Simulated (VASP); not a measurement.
Wanted: the native input for a VASP 6.6.1 run.

```
Task                   : relaxation of cell and atoms
Functional             : PBE
Potentials or basis    : VASP PAW PBE potentials, release 64 (Ba_sv, Hf_pv, O)
Cutoff                 : 600 eV
k mesh                 : 3 × 3 × 4
Occupations            : gaussian, width 0.1 eV
Spin                   : no spin polarisation
Dipole correction      : no
Further INCAR settings : ALGO = Normal; EDIFF = 1e-07; IBRION = 2; EDIFFG = -0.04; NSW = 90; ISIF = 3
```

The structure of Ba3HfO lies in POSCAR:

```
Ba3HfO
1.0
    5.8186329600      0.0000000000      0.0000000000
   -2.9093164800      5.0390839600      0.0000000000
    0.0000000000      0.0000000000      4.9366555500
Ba Hf O
3 1 1
Direct
    0.5000000000      0.0000000000      0.5000000000
    0.0000000000      0.5000000000      0.5000000000
    0.5000000000      0.5000000000      0.5000000000
    0.0000000000      0.0000000000      0.5000000000
    0.0000000000      0.0000000000      0.0000000000
```

These files were run (other wordings do the same):

INCAR

```
SYSTEM = Ba3HfO
PREC     = Accurate       ! precision mode
ENCUT    = 600            ! plane-wave cutoff, eV
EDIFF    = 1E-7           ! SCF threshold, eV
ISMEAR   = 0              ! smearing method
SIGMA    = 0.1            ! smearing width, eV
LREAL    = .FALSE.        ! projectors in reciprocal space
LASPH    = .TRUE.         ! aspherical terms in the spheres
NELM     = 60             ! most SCF steps
ALGO     = Normal         ! electronic algorithm
ISIF     = 3              ! what is computed and relaxed
LWAVE    = .FALSE.        ! write WAVECAR
LCHARG   = .FALSE.        ! write CHGCAR
GGA      = PE             ! functional
IBRION   = 2              ! ionic algorithm
NSW      = 90             ! ionic steps
EDIFFG   = -0.04          ! ionic threshold
```

KPOINTS

```
regular mesh
0
G
  3 3 4
  0 0 0
```

Potentials or basis: VASP PAW PBE potentials, release 64 (Ba_sv, Hf_pv, O).

Run with:

```sh
$ cat potpaw_PBE.64/Ba_sv/POTCAR potpaw_PBE.64/Hf_pv/POTCAR potpaw_PBE.64/O/POTCAR > POTCAR
$ mpirun -np 1 vasp_std > vasp.out
```

It gave:

| Item | Value |
| --- | --- |
| Relaxed volume | 41.87 Å³/atom |
| Relaxed cell | a = 7.790 Å, b = 7.790 Å, c = 3.983 Å, α = 90.00°, β = 90.00°, γ = 120.00° |
| Space group after relaxing (to 0.05 Å) | P6/mmm (No. 191) |
| Energy gained by relaxing | 1990.4 meV/atom |
| Ionic steps | 9 |
| Pressure after relaxing | 0.0 GPa |
| Band gap on the k mesh | zero (band 23 reaches 2.61 eV, above the bottom of band 24 at 1.90 eV) |

Caveat: the k points lie up to 0.39 Å⁻¹ apart in the final cell; the volume moved by over 15 % at a fixed basis, so the end points are rough; spin-orbit coupling is left out, which moves the levels of the heavy elements.

It took 2.8 min on 1 thread of Intel(R) Xeon(R) 6975P-C (Granite Rapids), with other jobs on the host, peak memory 0.33 GiB.
